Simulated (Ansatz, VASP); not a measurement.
**Two plane-wave programs on HPb2**

```
H Pb
1.0
     3.58343    0.00000    0.00000
     0.00000    3.58343    0.00000
     0.00000    0.00000   11.07364
H Pb
2 4
Direct
  0.00000 0.00000 0.00000
  0.50000 0.50000 0.50000
  0.00000 0.50000 0.13766
  0.00000 0.50000 0.63766
  0.50000 0.00000 0.36234
  0.50000 0.00000 0.86234
```

Alike in both runs: functional PBE; k mesh 10 × 10 × 4; occupations gaussian, width 0.1 eV; no spin polarisation.

Ansatz relaxed the structure, and its values are those at the end. VASP's run is a single point on that final structure, the one shown.

|  | VASP | Ansatz |
| --- | --- | --- |
| version | VASP 6.6.1 | Ansatz 0.2.0 |
| potentials or method | VASP PAW PBE potentials, release 64 (H, Pb_d), cutoff 520 eV | scalar-relativistic, plane waves, PAW |
| valence electrons in the cell | 58 | 58 |

VASP gave:

| Quantity | Value |
| --- | --- |
| gap on the k mesh at the Fermi level (eV) | none |
| pressure (GPa) | -0.1 |

**Question.** Which values does Ansatz return?

**Answer.** gap on the k mesh at the Fermi level (eV): none; pressure (GPa): 0.0.

A gap of «none» marks a metal or a gap that the smearing closes.

Spin-orbit coupling is off throughout.
